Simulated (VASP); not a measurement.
Write the native input for VASP 6.6.1 that does the following.

```yaml
Task: single point
Functional: PBEsol
Potentials_or_basis: VASP PAW PBE potentials, release 64 (Co)
Cutoff: 520 eV
k_mesh: 18 × 18 × 18
Occupations: fermi-dirac, width 0.08 eV
Spin: collinear spin, ferromagnetic start
Starting_moments: "[1.7] μB"
Dipole_correction: no
Further_INCAR_settings: ALGO = Normal; EDIFF = 1e-07; NBANDS = 14
```

The structure of Co lies in POSCAR:

```
Co
1.0
    2.1813091522      0.0000000000      0.0000000000
    0.0000000000      2.1813091522      0.0000000000
    0.0000000000      0.0000000000      2.1813091522
Co
1
Direct
    0.0000000000      0.0000000000      0.0000000000
```

One way to write it, as run:

INCAR

```
  PREC = Accurate
  ENCUT = 520
  EDIFF = 1E-7
  ISMEAR = -1
  SIGMA = 0.08
  LREAL = F
  LASPH = T
  NELM = 150
  ALGO = Normal
  ISIF = 2
  LWAVE = F
  LCHARG = F
  ISPIN = 2
  MAGMOM = 1.7
  LORBIT = 11
  LMAXMIX = 4
  GGA = PS
  NBANDS = 14
```

KPOINTS

```
Automatic mesh
0
Gamma
  18 18 18
```

Potentials or basis: VASP PAW PBE potentials, release 64 (Co).

Run with:

```bash
$ cat potpaw_PBE.64/Co/POTCAR > POTCAR
$ mpirun -np 1 vasp_std > vasp.out
```

Results of the run:

```json
{
 "Pressure": "32.2 GPa",
 "Net moment": "1.43 μB per cell",
 "Site moments": "Co +1.42 μB",
 "Valence electrons inside the program's atomic spheres": "Co 8.57"
}
```

Caveat: the PAW data sets were made with another functional, which shifts forces and pressure a little.

It took 13 s on 1 thread of Intel(R) Xeon(R) 6975P-C (Granite Rapids), on a shared host, peak memory 0.15 GiB.
